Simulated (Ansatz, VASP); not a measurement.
MgZnO4: VASP beside Ansatz

INCAR

```
SYSTEM = MgZnO4
PREC = Accurate ; ENCUT = 750
EDIFF = 1E-6 ; ISMEAR = 0
SIGMA = 0.1 ; LREAL = .False.
LASPH = .True. ; NELM = 200
ALGO = Normal ; ISIF = 2
LWAVE = .False. ; LCHARG = .False.
ISPIN = 2 ; MAGMOM = 0 0 1 1 1 1
LORBIT = 11 ; GGA = PE
NBANDS = 36 ; GGA_COMPAT = .False.
```

The input KPOINTS:

```
Automatic mesh
0
Gamma
  6 6 6
  0 0 0
```

POSCAR

```
MgZnO4
1.0
    0.0000000000      3.2056981700      3.2056981700
    3.2056981700      0.0000000000      3.2056981700
    3.2056981700      3.2056981700      0.0000000000
Mg Zn O
1 1 4
Direct
    0.0000000000      0.0000000000      0.0000000000
    0.5000000000      0.5000000000      0.5000000000
    0.6189999900      0.1270000000      0.1270000000
    0.1270000000      0.1270000000      0.1270000000
    0.1270000000      0.6189999900      0.1270000000
    0.1270000000      0.1270000000      0.6189999900
```

Input for Ansatz:

```yaml
crystal:
  lattice:
    - [0.0, 3.20569817, 3.20569817]
    - [3.20569817, 0.0, 3.20569817]
    - [3.20569817, 3.20569817, 0.0]
  atoms:
    - { symbol: Mg, position: [0.0, 0.0, 0.0] }
    - { symbol: Zn, position: [0.5, 0.5, 0.5] }
    - { symbol: O, position: [0.61899999, 0.127, 0.127], spin: 1.0 }
    - { symbol: O, position: [0.127, 0.127, 0.127], spin: 1.0 }
    - { symbol: O, position: [0.127, 0.61899999, 0.127], spin: 1.0 }
    - { symbol: O, position: [0.127, 0.127, 0.61899999], spin: 1.0 }
basis:
  ecutwfc: 420
kpoints:
  mp_grid: { grid: [6, 6, 6] }
hamiltonian:
  xc: pbe
scf:
  occupations: { method: gaussian, width: 0.1 }
  lower_state_search: "off"
output:
  forces: true
  stress: true
  eigenvalues: true
  populations: true
magnetization:
  spin_polarized: true
```

Change from the starting cell: species swapped into the AgClO4 type (F-43m, No. 216).

Alike in both runs: task single point; functional PBE; k mesh 6 × 6 × 6; occupations gaussian, width 0.1 eV; collinear spin.

```csv
,VASP,Ansatz
version,VASP 6.6.1,Ansatz 0.2.0
potentials or method,"VASP PAW PBE potentials, release 64 (Mg_sv, Zn, O), cutoff 750 eV","scalar-relativistic, plane waves, PAW"
valence electrons in the cell,46,46
```

```csv
,VASP,Ansatz,Ansatz less VASP
gap on the k mesh at the Fermi level (eV),none,none,-
rms of the force components (eV/Å),10.507,10.275,-0.2320
net moment per atom (μB),0.67,0.67,0.000
size of the moment on the site where the two differ most (μB),0.91,0.73,-0.180
```

Site moments also hang on the region over which each program counts them. Atom by atom the forces differ by 0.232 eV/Å (rms over components). A gap of «none» marks a metal or a gap that the smearing closes.
